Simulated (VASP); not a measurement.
# La (Fd-3m) in VASP: notebook, part 2 of 2

VASP 6.6.1. Earlier steps stand in the parts before.

## (5) Single point, LDA (volume scaled by 1.08)

INCAR

```
  ALGO = Normal
  EDIFF = 1E-6
  ENCUT = 520
  ISIF = 2
  ISMEAR = -1
  LASPH = T
  LCHARG = F
  LREAL = F
  LWAVE = F
  NBANDS = 18
  NELM = 100
  PREC = Accurate
  SIGMA = 0.1
```

KPOINTS

```
k-points
0
Gamma
  10 10 10
```

POSCAR

```
La
1.0
    0.0000000000      3.3431732751      3.3431732751
    3.3431732751      0.0000000000      3.3431732751
    3.3431732751      3.3431732751      0.0000000000
La
2
Direct
    0.1250000000      0.1250000000      0.1250000000
    0.8750000000      0.8750000000      0.8750000000
```

Potentials or basis: VASP PAW LDA potentials, release 64 (La).

Started as:

```bash
cat potpaw_LDA.64/La/POTCAR > POTCAR
mpirun -np 1 vasp_std > vasp.out
```

OUTCAR:

```text
EDIFF = 1E-6
   ENCUT = 520
   ISIF = 2
   ISMEAR = -1
   LASPH = T
   LREAL = F
   NELM = 100
   PREC = Accurate

 ion  position               nearest neighbor table
   1  0.125  0.125  0.125-   2 2.90   2 2.90   2 2.90   2 2.90
   2  0.875  0.875  0.875-   1 2.90   1 2.90   1 2.90   1 2.90

  LATTYP: Found a face centered cubic cell.
 ALAT       =     6.6863465502

  Lattice vectors:

 A1 = (   0.0000000000,   3.3431732751,   3.3431732751)
 A2 = (   3.3431732751,   0.0000000000,   3.3431732751)
 A3 = (   3.3431732751,   3.3431732751,   0.0000000000)

Analysis of symmetry for initial positions (statically):
=====================================================================
 Subroutine PRICEL returns:
 Original cell was already a primitive cell.

 Routine SETGRP: Setting up the symmetry group for a
 face centered cubic supercell.

 Subroutine GETGRP returns: Found 48 space group operations
 (whereof 12 operations were pure point group operations)
 out of a pool of 48 trial point group operations.

The static configuration has the point symmetry D_3d.
[... 154 lines left out ...]
 Free energy of the ion-electron system (eV)
  ---------------------------------------------------
  ext. energy  EPLUGINS =         0.00000000
  ---------------------------------------------------
  free energy    TOTEN  =        -9.40171900 eV

  energy without entropy =       -9.32630804  energy(sigma->0) =       -9.36401352

 E-fermi :   7.1744     XC(G=0):  -9.4642

 val. band max:        7.1718780826   @ k =   0.5000   0.4000   0.1000
 cond. band min:       7.2125718236   @ k =   0.4000   0.3000   0.0000
 fundamental gap:      0.0406937411
 Fermi energy:         7.1743673085

 k-point     1 :       0.0000    0.0000    0.0000
  band No.  band energies     occupation
      1     -26.2310      2.00000
      2     -24.5381      2.00000
      3     -10.4520      2.00000
      4     -10.4520      2.00000
      5     -10.4520      2.00000
      6      -8.3330      2.00000
[... 481 lines left out ...]
      5      -9.8204      2.00000
      6      -8.8590      2.00000
[... 10 lines left out ...]
     17       8.7850      0.00000
     18       8.8462      0.00000

 [... further k-points ...]
[... 5 lines left out ...]
  --------------------------------------------------------------------------------------
  -------------------------------------------------------------------------------------
  Total       -1.7163392     -1.7163392     -1.7163392      0.0000000     -0.0000000     -0.0000000
  in kB      -36.7965462    -36.7965462    -36.7965462      0.0000000     -0.0000000     -0.0000000
  external PRESSURE =     -36.7965462 kB  Pullay stress =       0.0000000 kB

 VOLUME and BASIS-vectors are now :
 -----------------------------------------------------------------------------
  energy-cutoff  :      520.00
  volume of cell :       74.73
      direct lattice vectors                 reciprocal lattice vectors
     0.000000000  3.343173275  3.343173275    -0.149558506  0.149558506  0.149558506
     3.343173275  0.000000000  3.343173275     0.149558506 -0.149558506  0.149558506
     3.343173275  3.343173275  0.000000000     0.149558506  0.149558506 -0.149558506

 POSITION                                       TOTAL-FORCE (eV/Angst)
 -----------------------------------------------------------------------------------
      0.83579      0.83579      0.83579        -0.000000      0.000000     -0.000000
      5.85055      5.85055      5.85055         0.000000     -0.000000      0.000000
 -----------------------------------------------------------------------------------
    total drift:                               -0.000000      0.000000      0.000000

  FREE ENERGIE OF THE ION-ELECTRON SYSTEM (eV)
  ---------------------------------------------------
  free  energy   TOTEN  =        -9.4017190018 eV

  energy  without entropy=       -9.3263080400  energy(sigma->0) =       -9.36401352
```

Wall time 28 s (1 thread of Intel Xeon 6975P-C (Granite Rapids), shared host); peak memory 0.21 GiB.

What came out:

* Free energy: -9.4017 eV
* Pressure: -3.7 GPa
* Band gap on the k mesh: zero (band 11 reaches 7.24 eV, above the bottom of band 12 at 6.98 eV)

Levels at points of the mesh, in eV from the Fermi level:
| k point | band 8 | band 9 | band 10 | band 11 | band 12 | band 13 | band 14 | band 15 |
| --- | --- | --- | --- | --- | --- | --- | --- | --- |
| (0.00, 0.00, 0.00) | -15.51 | -2.33 | -0.69 | -0.69 | 0.90 | 0.90 | 0.90 | 1.48 |
| (0.50, 0.00, 0.00) | -15.10 | -1.12 | -0.57 | -0.57 | -0.19 | 0.07 | 0.07 | 1.60 |
| (0.50, 0.50, 0.00) | -14.66 | -1.66 | -1.66 | -0.11 | -0.11 | 0.73 | 0.73 | 1.65 |

Caveat: spin-orbit coupling is left out, which moves the levels of the heavy elements.

## (6) Single point, LDA (volume scaled by 1.12)

INCAR

```
SYSTEM = La
  PREC = Accurate
  ENCUT = 520
  EDIFF = 1E-6
  ISMEAR = -1
  SIGMA = 0.1
  LREAL = .FALSE.
  LASPH = .TRUE.
  NELM = 80
  ALGO = Normal
  ISIF = 2
  LWAVE = .FALSE.
  LCHARG = .TRUE.
  LELF = .TRUE.
  LVHAR = .TRUE.
  NBANDS = 18
```

KPOINTS

```
regular mesh
0
G
  10 10 10
  0 0 0
```

POSCAR

```
La
1.0
    0.0000000000      3.3839476994      3.3839476994
    3.3839476994      0.0000000000      3.3839476994
    3.3839476994      3.3839476994      0.0000000000
La
2
Direct
    0.1250000000      0.1250000000      0.1250000000
    0.8750000000      0.8750000000      0.8750000000
```

Potentials or basis: VASP PAW LDA potentials, release 64 (La).

Started as:

```bash
cat potpaw_LDA.64/La/POTCAR > POTCAR
mpirun -np 1 vasp_std > vasp.out
```

OUTCAR:

```text
SYSTEM = La
   PREC = Accurate
   ENCUT = 520
   EDIFF = 1E-6
   ISMEAR = -1
   LREAL = .FALSE.
   LASPH = .TRUE.
   NELM = 80
   ISIF = 2

 ion  position               nearest neighbor table
   1  0.125  0.125  0.125-   2 2.93   2 2.93   2 2.93   2 2.93
   2  0.875  0.875  0.875-   1 2.93   1 2.93   1 2.93   1 2.93

  LATTYP: Found a face centered cubic cell.
 ALAT       =     6.7678953988

  Lattice vectors:

 A1 = (   0.0000000000,   3.3839476994,   3.3839476994)
 A2 = (   3.3839476994,   0.0000000000,   3.3839476994)
 A3 = (   3.3839476994,   3.3839476994,   0.0000000000)

Analysis of symmetry for initial positions (statically):
=====================================================================
 Subroutine PRICEL returns:
 Original cell was already a primitive cell.

 Routine SETGRP: Setting up the symmetry group for a
 face centered cubic supercell.

 Subroutine GETGRP returns: Found 48 space group operations
 (whereof 12 operations were pure point group operations)
 out of a pool of 48 trial point group operations.
[... 153 lines left out ...]

 number of electron      21.9999998 magnetization

 Free energy of the ion-electron system (eV)
  ---------------------------------------------------
  ext. energy  EPLUGINS =         0.00000000
  ---------------------------------------------------
  free energy    TOTEN  =        -9.32802295 eV

  energy without entropy =       -9.24364459  energy(sigma->0) =       -9.28583377

 E-fermi :   6.8461     XC(G=0):  -9.3214

 val. band max:        6.8265496133   @ k =  -0.4000   0.5000   0.1000
 cond. band min:       6.8566351886   @ k =   0.5000   0.4000   0.1000
 fundamental gap:      0.0300855753
 Fermi energy:         6.8461188579

 k-point     1 :       0.0000    0.0000    0.0000
  band No.  band energies     occupation
      1     -26.5291      2.00000
      2     -25.0033      2.00000
      3     -10.7407      2.00000
      4     -10.7407      2.00000
      5     -10.7407      2.00000
      6      -8.7541      2.00000
[... 481 lines left out ...]
      5     -10.1596      2.00000
      6      -9.2554      2.00000
[... 10 lines left out ...]
     17       8.4113      0.00000
     18       8.4689      0.00000

 [... further k-points ...]
[... 5 lines left out ...]
  --------------------------------------------------------------------------------------
  -------------------------------------------------------------------------------------
  Total       -2.3287137     -2.3287137     -2.3287137      0.0000000     -0.0000000      0.0000000
  in kB      -48.1421803    -48.1421803    -48.1421803      0.0000000     -0.0000000      0.0000000
  external PRESSURE =     -48.1421803 kB  Pullay stress =       0.0000000 kB

 VOLUME and BASIS-vectors are now :
 -----------------------------------------------------------------------------
  energy-cutoff  :      520.00
  volume of cell :       77.50
      direct lattice vectors                 reciprocal lattice vectors
     0.000000000  3.383947699  3.383947699    -0.147756421  0.147756421  0.147756421
     3.383947699  0.000000000  3.383947699     0.147756421 -0.147756421  0.147756421
     3.383947699  3.383947699  0.000000000     0.147756421  0.147756421 -0.147756421

 POSITION                                       TOTAL-FORCE (eV/Angst)
 -----------------------------------------------------------------------------------
      0.84599      0.84599      0.84599        -0.000000      0.000000      0.000000
      5.92191      5.92191      5.92191         0.000000     -0.000000     -0.000000
 -----------------------------------------------------------------------------------
    total drift:                               -0.000000      0.000000      0.000000

  FREE ENERGIE OF THE ION-ELECTRON SYSTEM (eV)
  ---------------------------------------------------
  free  energy   TOTEN  =        -9.3280229467 eV

  energy  without entropy=       -9.2436445893  energy(sigma->0) =       -9.28583377
```

Run time: 30 s. Hardware: 1 thread of Intel Xeon 6975P-C (Granite Rapids), shared host; peak memory 0.21 GiB.

Results:

| Item | Value |
| --- | --- |
| Free energy | -9.3280 eV |
| Pressure | -4.8 GPa |
| Band gap on the k mesh | zero (band 11 reaches 6.93 eV, above the bottom of band 12 at 6.62 eV) |

Levels at points of the mesh, in eV from the Fermi level:
```tsv
k point	band 7	band 8	band 9	band 10	band 11	band 12	band 13	band 14	band 15	band 16
(0.00, 0.00, 0.00)	-15.60	-15.60	-2.34	-0.65	-0.65	0.87	0.87	0.87	1.41	1.51
(0.50, 0.00, 0.00)	-15.23	-15.23	-1.06	-0.53	-0.53	-0.23	0.08	0.08	1.52	1.55
(0.50, 0.50, 0.00)	-14.83	-14.83	-1.59	-1.59	-0.09	-0.09	0.73	0.73	1.60	1.60
```

Caveat: spin-orbit coupling is left out, which moves the levels of the heavy elements.

## (7) Summary

| cell | gap on the mesh (eV) | pressure (GPa) |
| --- | --- | --- |
| a = 4.546 Å, angles 60.0°, 2 atoms | none | 2.6 |
| a = 4.608 Å, angles 60.0°, 2 atoms | none | -0.1 |
| a = 4.669 Å, angles 60.0°, 2 atoms | none | -2.1 |
| a = 4.728 Å, angles 60.0°, 2 atoms | none | -3.7 |
| a = 4.786 Å, angles 60.0°, 2 atoms | none | -4.8 |

Alike in all rows: task single point; level LDA; potentials or basis VASP PAW LDA potentials, release 64 (La); no spin polarisation; k mesh 10 × 10 × 10; cutoff (eV) 520; smearing fermi-dirac 0.1 eV.

Caveats: spin-orbit coupling is left out, which moves the levels of the heavy elements.

Absolute energies hang on the potentials; compare differences alone.
